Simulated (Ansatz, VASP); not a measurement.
**Mo: VASP beside Ansatz**

```xyz
1
Lattice="-1.5671 1.5710 1.5671 1.5749 -1.5710 1.5749 1.5671 1.5710 -1.5671" Properties=species:S:1:pos:R:3 pbc="T T T"
Mo    0.0000    0.0000    0.0000
```

Change from the starting cell: strain +0.0050 x Voigt [0, 0, 0, 0, 1, 0], atoms carried along.

Alike in both runs: task single point; functional PBEsol; k mesh 22 × 22 × 22; occupations gaussian, width 0.15 eV; no spin polarisation.

|  | VASP | Ansatz |
| --- | --- | --- |
| version | VASP 6.6.1 | Ansatz 0.2.0 |
| potentials or method | VASP PAW PBE potentials, release 64 (Mo_sv), cutoff 520 eV | scalar-relativistic, plane waves, PAW |
| valence electrons in the cell | 14 | 14 |

VASP gave:

- gap on the k mesh at the Fermi level (eV): none
- pressure (GPa): -2.7
- traceless stress, the component that is largest in VASP (GPa): -0.50

What did Ansatz give for the same quantities?

gap on the k mesh at the Fermi level (eV): none; pressure (GPa): -3.2; traceless stress, the component that is largest in VASP (GPa): -0.50.

VASP's potentials were made for PBE, not for PBEsol. A gap of «none» marks a metal or a gap that the smearing closes.
